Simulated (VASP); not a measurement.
A run of VASP 6.6.1 is set up as follows.

Contents of INCAR:

```
ALGO     = Fast           # electronic algorithm
EDIFF    = 1E-8           # SCF threshold, eV
ENCUT    = 520            # plane-wave cutoff, eV
GGA      = PS             # functional
IBRION   = 8              # ionic algorithm
ISIF     = 2              # what is computed and relaxed
ISMEAR   = -1             # smearing method
LASPH    = T              # aspherical terms in the spheres
LCHARG   = F              # write CHGCAR
LREAL    = F              # projectors in reciprocal space
LWAVE    = F              # write WAVECAR
NBANDS   = 17             # bands
NELM     = 60             # most SCF steps
NSW      = 1              # ionic steps
PREC     = Accurate       # precision mode
SIGMA    = 0.05           # smearing width, eV
```

Contents of KPOINTS:

```
k-points
0
Gamma
  8 8 6
```

File POSCAR:

```
Hf
1.0
    3.1967000000      0.0000000000      0.0000000000
   -1.5983500000      2.7684234083      0.0000000000
    0.0000000000      0.0000000000      5.0578000000
Hf
2
Direct
    0.6666666667      0.3333333333      0.7500000000
    0.3333333333      0.6666666667      0.2500000000
```

Potentials or basis: VASP PAW PBE potentials, release 64 (Hf_pv).

Launch:

```sh
$ cat potpaw_PBE.64/Hf_pv/POTCAR > POTCAR
$ mpirun -np 1 vasp_std > vasp.out
```

Q: Estimate the highest phonon frequency at Γ.

A: 104 cm⁻¹.

Phonon frequencies in cm⁻¹ (negative: imaginary):
```
              q point      frequencies
(0.000, 0.000, 0.000)  0 0 0 76 76 104
```

Caveat: the cell wasn't relaxed at this level first, which shifts response properties.
